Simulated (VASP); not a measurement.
# Zn (P6_3/mmc) in VASP: a series of runs, part 2 of 2

VASP 6.6.1.

## (4) Single point, PBEsol

This run uses another cell than the first one, of 14.03 Å³/atom, 1.028 times its volume.

Contents of INCAR:

```
ALGO = Normal
EDIFF = 1E-6
ENCUT = 520
GGA = PS
ISIF = 2
ISMEAR = -1
LASPH = True
LCHARG = True
LELF = True
LREAL = False
LVHAR = True
LWAVE = False
NBANDS = 19
NELM = 80
PREC = Accurate
SIGMA = 0.05
```

Contents of KPOINTS:

```
k-points
0
Gamma
  11 11 6
```

Contents of POSCAR:

```
Zn
1.0
    2.6411728893      0.0000000000      0.0000000000
   -1.3205864446      2.2873228179      0.0000000000
    0.0000000000      0.0000000000      4.6439073860
Zn
2
Direct
    0.6666666667      0.3333333333      0.7500000000
    0.3333333333      0.6666666667      0.2500000000
```

Potentials or basis: VASP PAW PBE potentials, release 64 (Zn).

Command:

```sh
$ cat potpaw_PBE.64/Zn/POTCAR > POTCAR
$ mpirun -np 1 vasp_std > vasp.out
```

OUTCAR:

```text
EDIFF = 1E-6
   ENCUT = 520
   GGA = PS
   ISIF = 2
   ISMEAR = -1
   LASPH = True
   LREAL = False
   NELM = 80
   PREC = Accurate

 ion  position               nearest neighbor table
   1  0.667  0.333  0.750-   2 2.78   2 2.78   2 2.78   2 2.78   2 2.78   2 2.78
   2  0.333  0.667  0.250-   1 2.78   1 2.78   1 2.78   1 2.78   1 2.78   1 2.78

  LATTYP: Found a hexagonal cell.
 ALAT       =     2.6411728893
 C/A-ratio  =     1.7582746684

  Lattice vectors:

 A1 = (   2.6411728893,   0.0000000000,   0.0000000000)
 A2 = (  -1.3205864446,   2.2873228179,   0.0000000000)
 A3 = (   0.0000000000,   0.0000000000,   4.6439073860)

Analysis of symmetry for initial positions (statically):
=====================================================================
 Subroutine PRICEL returns:
 Original cell was already a primitive cell.

 Routine SETGRP: Setting up the symmetry group for a
 hexagonal supercell.

 Subroutine GETGRP returns: Found 24 space group operations
 (whereof 12 operations were pure point group operations)
 out of a pool of 24 trial point group operations.

The static configuration has the point symmetry D_3d.
 The point group associated with its full space group is D_6h.

Analysis of symmetry for dynamics (positions and initial velocities):
=====================================================================
 Subroutine PRICEL returns:
 Original cell was already a primitive cell.

 Routine SETGRP: Setting up the symmetry group for a
 hexagonal supercell.

 Subroutine GETGRP returns: Found 24 space group operations
 (whereof 12 operations were pure point group operations)
 out of a pool of 24 trial point group operations.

The dynamic configuration has the point symmetry D_3d.
 The point group associated with its full space group is D_6h.

 Subroutine INISYM returns: Found 24 space group operations
 (whereof 12 operations are pure point group operations),
 and found     1 'primitive' translations

----------------------------------------------------------------------------------------

                                     Primitive cell

  volume of cell :      28.0548

  direct lattice vectors                    reciprocal lattice vectors
     2.641172889  0.000000000  0.000000000     0.378619667  0.218596167  0.000000000
    -1.320586445  2.287322818  0.000000000     0.000000000  0.437192333  0.000000000
     0.000000000  0.000000000  4.643907386     0.000000000  0.000000000  0.215335905

  length of vectors
     2.641172889  2.641172889  4.643907386     0.437192333  0.437192333  0.215335905

  position of ions in fractional coordinates (direct lattice)
     0.666666667  0.333333333  0.750000000
     0.333333333  0.666666667  0.250000000

  ion indices of the primitive-cell ions
   primitive index   ion index
                 1           1
                 2           2

----------------------------------------------------------------------------------------

 KPOINTS: k-points

Automatic generation of k-mesh.
 Grid dimensions read from file:
 generate k-points for:   11   11    6

 Generating k-lattice:

  Cartesian coordinates                     Fractional coordinates (reciprocal lattice)
     0.034419970  0.019872379  0.000000000     0.090909091  0.000000000  0.000000000
     0.000000000  0.039744758  0.000000000     0.000000000  0.090909091  0.000000000
     0.000000000  0.000000000  0.035889318     0.000000000  0.000000000  0.166666667

  Length of vectors
     0.039744758  0.039744758  0.035889318

  Shift w.r.t. Gamma in fractional coordinates (k-lattice)
     0.000000000  0.000000000  0.000000000

 Subroutine IBZKPT returns following result:
 ===========================================

 Found     64 irreducible k-points:

 Following reciprocal coordinates:
            Coordinates               Weight
  0.000000  0.000000  0.000000      1.000000
  0.090909 -0.000000  0.000000      6.000000
  0.181818  0.000000  0.000000      6.000000
  0.272727 -0.000000  0.000000      6.000000
  0.363636 -0.000000  0.000000      6.000000
  0.454545 -0.000000  0.000000      6.000000
[... 16 lines left out ...]
  0.090909  0.090909  0.166667     12.000000
  0.181818  0.090909  0.166667     24.000000
 [... further k-points ...]
   k-points           NKPTS =     64   k-points in BZ     NKDIM =     64   number of bands    NBANDS=     19
   number of dos      NEDOS =    301   number of ions     NIONS =      2
   total plane-waves  NPLWV =  14400
   dimension x,y,z NGX =    20 NGY =   20 NGZ =   36
   dimension x,y,z NGXF=    40 NGYF=   40 NGZF=   72
   ions per type =               2
   NGX,Y,Z   is equivalent  to a cutoff of  12.59, 12.59, 12.89 a.u.
   NGXF,Y,Z  is equivalent  to a cutoff of  25.18, 25.18, 25.78 a.u.
 SYSTEM =  unknown system
   PREC   = accura    normal or accurate (medium, high low for compatibility)
   ISTART =      0    job   : 0-new  1-cont  2-samecut
   ICHARG =      2    charge: 1-file 2-atom 10-const
   ISPIN  =      1    spin polarized calculation?
   LNONCOLLINEAR =      F non collinear calculations
   LSORBIT =      F    spin-orbit coupling
   LASPH  =      T    aspherical Exc in radial PAW
   ENCUT  =  520.0 eV  38.22 Ry    6.18 a.u.   4.91  4.91  8.63*2*pi/ulx,y,z
   NELM   =     80;   NELMIN=  2; NELMDL= -5     # of ELM steps
   EDIFF  = 0.1E-05   stopping-criterion for ELM
   LREAL  =      F    real-space projection
   EDIFFG = 0.1E-04   stopping-criterion for IOM
   NSW    =      0    number of steps for IOM
   IBRION =     -1    ionic relax: 0-MD 1-quasi-New 2-CG
   NFREE  =      0    steps in history (QN), initial steepest desc. (CG)
   ISIF   =      2    stress and relaxation
   ISYM   =      2    0-nonsym 1-usesym 2-fastsym
   POTIM  = 0.5000    time-step for ionic-motion
   TEBEG  =    0.0;   TEEND  =   0.0 temperature during run
   PSTRESS=    0.0 pullay stress
   NELECT =      24.0000    total number of electrons
   NUPDOWN=      -1.0000    fix difference up-down
   EMIN   =  10.00;   EMAX   =-10.00  energy-range for DOS
   EFERMI =   0.00;   METHOD = LEGACY
   ISMEAR =    -1;   SIGMA  =   0.05  broadening in eV -4-tet -1-fermi 0-gaus
   EFERMI_NEDOS =   21; number of points for ismear=-14 and -15
   IALGO  =     38    algorithm
   IMIX   =      4    mixing-type and parameters
     AMIX     =   0.40;   BMIX     =  1.00
     AMIX_MAG =   1.60;   BMIX_MAG =  1.00
  volume/ion in A,a.u.               =      14.03        94.66
  Fermi-wavevector in a.u.,A,eV,Ry     =   1.554089  2.936803 32.860702  2.415193
  Thomas-Fermi vector in A             =   2.658226
   LORBIT       =      0    0 simple, 1 ext, 2 COOP (PROOUT), +10 PAW based schemes
   GGA     = PS    functional components
   LHFCALC =     F    Hartree Fock is set to
   AEXX    =    0.0000 exact exchange contribution
   IVDW    =     0    specifies the selected vdW correction
   LEPSILON=     F    determine dielectric tensor
   LRPA    =     F    only Hartree local field effects (RPA)
 non-spin polarized calculation
  energy-cutoff  :      520.00
  volume of cell :       28.05
 maximum number of plane-waves:       772
 NGX is ok and might be reduce to    20
   NGX =  9   NGY =  9   NGZ = 17

 number of electron      23.9999987 magnetization

 Free energy of the ion-electron system (eV)
  ---------------------------------------------------
  ext. energy  EPLUGINS =         0.00000000
  ---------------------------------------------------
  free energy    TOTEN  =        -3.16981007 eV

  energy without entropy =       -3.16625445  energy(sigma->0) =       -3.16803226

 E-fermi :   3.5548     XC(G=0): -12.1408

 val. band max:        3.5447188719   @ k =   0.3636   0.2727   0.5000
 cond. band min:       3.6037569911   @ k =   0.1818   0.1818   0.0000
 fundamental gap:      0.0590381191
 Fermi energy:         3.5547533031

 k-point     1 :       0.0000    0.0000    0.0000
  band No.  band energies     occupation
      1      -7.5342      2.00000
      2      -5.3260      2.00000
      3      -4.4949      2.00000
      4      -4.3064      2.00000
      5      -4.3064      2.00000
      6      -4.2304      2.00000
[... 11 lines left out ...]
     18      22.6382      0.00000
     19      22.6382      0.00000

 k-point     2 :       0.0909   -0.0000    0.0000
  band No.  band energies     occupation
      1      -7.2868      2.00000
      2      -5.2240      2.00000
      3      -4.4857      2.00000
      4      -4.3165      2.00000
      5      -4.2535      2.00000
      6      -4.2455      2.00000
[... 476 lines left out ...]
 k-point    24 :       0.1818    0.0909    0.1667
  band No.  band energies     occupation
      1      -5.7758      2.00000
      2      -4.8369      2.00000
      3      -4.5358      2.00000
      4      -4.4645      2.00000
      5      -4.3974      2.00000
      6      -4.2211      2.00000
[... 11 lines left out ...]
     18      18.5474      0.00000
     19      21.1695      0.00000

 [... further k-points ...]
[... 5 lines left out ...]
  --------------------------------------------------------------------------------------
  -------------------------------------------------------------------------------------
  Total        0.0962125      0.0962125      0.0688199      0.0000000     -0.0000000      0.0000000
  in kB        5.4945758      5.4945758      3.9302206      0.0000000     -0.0000000      0.0000000
  external PRESSURE =       4.9731241 kB  Pullay stress =       0.0000000 kB

 VOLUME and BASIS-vectors are now :
 -----------------------------------------------------------------------------
  energy-cutoff  :      520.00
  volume of cell :       28.05
      direct lattice vectors                 reciprocal lattice vectors
     2.641172889  0.000000000  0.000000000     0.378619667  0.218596167  0.000000000
    -1.320586445  2.287322818  0.000000000     0.000000000  0.437192333  0.000000000
     0.000000000  0.000000000  4.643907386     0.000000000  0.000000000  0.215335905

 POSITION                                       TOTAL-FORCE (eV/Angst)
 -----------------------------------------------------------------------------------
      1.32059      0.76244      3.48293         0.000000     -0.000000      0.000000
     -0.00000      1.52488      1.16098        -0.000000      0.000000      0.000000
 -----------------------------------------------------------------------------------
    total drift:                               -0.000000      0.000000      0.000000

  FREE ENERGIE OF THE ION-ELECTRON SYSTEM (eV)
  ---------------------------------------------------
  free  energy   TOTEN  =        -3.1698100651 eV

  energy  without entropy=       -3.1662544508  energy(sigma->0) =       -3.16803226
```

stdout:

```text
POSCAR found type information on POSCAR Zn
 POSCAR found :  1 types and       2 ions
 scaLAPACK will be used
 -----------------------------------------------------------------------------
|                                                                             |
|                                                                             |
|     You enforced a specific xc type in the INCAR file but a different       |
|     I HOPE YOU KNOW WHAT YOU ARE DOING!                                     |
|                                                                             |
 -----------------------------------------------------------------------------

 LDA part: xc-table for (Slater+PW92), standard interpolation
 POSCAR, INCAR and KPOINTS ok, starting setup
 FFT: planning ... GRIDC
 FFT: planning ... GRID_SOFT
 FFT: planning ... GRID
 WAVECAR not read
 entering main loop
```

Run time: 64 s. Hardware: 1 thread of AMD EPYC 7R13, shared host; peak memory 0.12 GiB.

What came out:

```yaml
Free_energy: -3.1698 eV
Pressure: 0.5 GPa
Band_gap_on_the_k_mesh: zero (band 12 reaches 5.03 eV, above the bottom of band 13 at 1.24 eV)
```

Levels at points of the mesh, in eV from the Fermi level:
| k point | band 10 | band 11 | band 12 | band 13 | band 14 | band 15 |
| --- | --- | --- | --- | --- | --- | --- |
| (0.00, 0.00, 0.00) | -7.19 | -7.19 | -3.80 | -2.31 | 16.34 | 17.30 |
| (0.00, 0.00, 0.50) | -7.31 | -7.31 | -7.31 | 5.96 | 5.96 | 18.82 |

Caveat: the PAW data sets were made with another functional, which shifts forces and pressure a little.

## (5) Single point, PBEsol+D3(BJ)

This run uses another cell than the first one, of 15.33 Å³/atom, 1.124 times its volume.

Contents of INCAR:

```
PREC = Accurate
ENCUT = 520
EDIFF = 1E-6
ISMEAR = -1
SIGMA = 0.05
LREAL = False
LASPH = True
NELM = 100
ALGO = Normal
ISIF = 2
LWAVE = False
LCHARG = False
GGA = PS
IVDW = 12
NBANDS = 19
```

Contents of KPOINTS:

```
Automatic mesh
0
Gamma
  11 11 6
```

Contents of POSCAR:

```
Zn
1.0
    2.6700000000      0.0000000000      0.0000000000
   -1.3350000000      2.3122878281      0.0000000000
    0.0000000000      0.0000000000      4.9660000000
Zn
2
Direct
    0.6666666667      0.3333333333      0.7500000000
    0.3333333333      0.6666666667      0.2500000000
```

Command:

```sh
$ cat potpaw_PBE.64/Zn/POTCAR > POTCAR
$ mpirun -np 1 vasp_std > vasp.out
```

Run time: 64 s. Hardware: 1 thread of AMD EPYC 7R13, shared host; peak memory 0.14 GiB.

The run converged. Its results:

```
Free energy                : -3.8311 eV
Pressure                   : -9.1 GPa
Band gap on the k mesh     : zero (band 12 reaches 4.59 eV, above the bottom of band 13 at -0.18 eV)
Dispersion energy per atom : -0.356 eV
```

Stress tensor (GPa, compression positive):
```
-9.04  0.00  0.00
 0.00 -9.04  0.00
 0.00  0.00 -9.20
```

Levels at points of the mesh, in eV from the Fermi level:
```tsv
k point	band 9	band 10	band 11	band 12	band 13	band 14	band 15	band 16
(0.00, 0.00, 0.00)	-7.12	-6.91	-6.91	-3.48	-2.93	13.60	17.24	17.46
(0.00, 0.00, 0.50)	-7.00	-7.00	-7.00	-7.00	4.65	4.65	18.74	18.74
```

Caveat: three body term missing; the PAW data sets were made with another functional, which shifts forces and pressure a little; pairwise dispersion overbinds metals, which lowers pressure and volume.

## (6) The runs side by side

```csv
level,cell,gap on the mesh (eV),pressure (GPa)
PBEsol+D4,"a = 2.673, b = 2.673, c = 4.410 Å, angles 90.0, 90.0, 120.0°, 2 atoms",none,0.6
PBEsol,"a = 2.675, b = 2.675, c = 4.414 Å, angles 90.0, 90.0, 120.0°, 2 atoms",none,2.5
PBEsol,"a = 2.641, b = 2.641, c = 4.644 Å, angles 90.0, 90.0, 120.0°, 2 atoms",none,0.5
PBEsol+D3(BJ),"a = 2.670, b = 2.670, c = 4.966 Å, angles 90.0, 90.0, 120.0°, 2 atoms",none,-9.1
```

Alike in all rows: task single point; potentials or basis VASP PAW PBE potentials, release 64 (Zn); no spin polarisation; k mesh 11 × 11 × 6; cutoff (eV) 520; smearing fermi-dirac 0.05 eV.

Caveats: the PAW data sets were made with another functional, which shifts forces and pressure a little; pairwise dispersion overbinds metals, which lowers pressure and volume (some runs); three body term missing (some runs).

Absolute energies hang on the potentials; compare differences alone.
